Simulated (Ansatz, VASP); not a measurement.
One calculation of Hf2B5, two programs

INCAR

```
SYSTEM = Hf2B5
  PREC = Accurate
  ENCUT = 600
  EDIFF = 1E-6
  ISMEAR = 0
  SIGMA = 0.1
  LREAL = .False.
  LASPH = .True.
  NELM = 100
  ALGO = Normal
  ISIF = 3
  LWAVE = .False.
  LCHARG = .False.
  GGA = PE
  IBRION = 2
  NSW = 100
  EDIFFG = -0.01
```

Contents of KPOINTS:

```
regular mesh
0
Gamma
  12 12 6
  0 0 0
```

File POSCAR:

```
Hf2B5
1.0
    3.5575648039      0.0000000000      0.0000000000
   -1.7787824020      3.0809414958      0.0000000000
    0.0000000000      0.0000000000      7.0551350613
Hf B
2 5
Direct
    0.3333333333      0.6666666667      0.3233736247
    0.6666666667      0.3333333333      0.6766263753
    0.5000000000      0.0000000000      0.0000000000
    0.0000000000      0.5000000000      0.0000000000
    0.5000000000      0.5000000000      0.0000000000
    0.0000000000      0.0000000000      0.5000000000
    0.0000000000      0.0000000000      0.0000000000
```

Input for Ansatz:

```yaml
crystal:
  lattice:
    - [3.5575648039, 0.0, 0.0]
    - [-1.778782402, 3.0809414958, 0.0]
    - [0.0, 0.0, 7.0551350613]
  atoms:
    - { symbol: Hf, position: [0.3333333333, 0.6666666667, 0.3233736247] }
    - { symbol: Hf, position: [0.6666666667, 0.3333333333, 0.6766263753] }
    - { symbol: B, position: [0.5, 0.0, 0.0] }
    - { symbol: B, position: [0.0, 0.5, 0.0] }
    - { symbol: B, position: [0.5, 0.5, 0.0] }
    - { symbol: B, position: [0.0, 0.0, 0.5] }
    - { symbol: B, position: [0.0, 0.0, 0.0] }
basis:
  ecutwfc: 420
kpoints:
  mp_grid: { grid: [12, 12, 6] }
hamiltonian:
  xc: pbe
scf:
  occupations: { method: gaussian, width: 0.1 }
output:
  forces: true
  stress: true
  eigenvalues: true
relax:
  adjacent_minimum: "off"
  f_tol: 0.01
  max_steps: 80
  cell: { stress_tol: 0.05 }
```

Alike in both runs: task relaxation of cell and atoms; functional PBE; k mesh 12 × 12 × 6; occupations gaussian, width 0.1 eV; no spin polarisation.

|  | VASP | Ansatz |
| --- | --- | --- |
| version | VASP 6.6.1 | Ansatz 0.2.0 |
| potentials or method | VASP PAW PBE potentials, release 64 (Hf_pv, B), cutoff 600 eV | scalar-relativistic, plane waves, PAW |
| valence electrons in the cell | 35 | 67 |

|  | VASP | Ansatz | Ansatz less VASP |
| --- | --- | --- | --- |
| gap on the k mesh at the Fermi level, each at its own relaxed structure (eV) | none | none | - |
| relaxed volume (Å³/atom) | 11.05 | 11.06 | +0.012 |
| relaxed cell length with the largest relative difference (Å) | 7.057 | 7.063 | +0.0060 |

A gap of «none» marks a metal or a gap that the smearing closes. VASP's potentials hold 35 valence electrons a cell and Ansatz's 67, so a difference there can come from the potentials and not from the codes.

Spin-orbit coupling is off throughout.
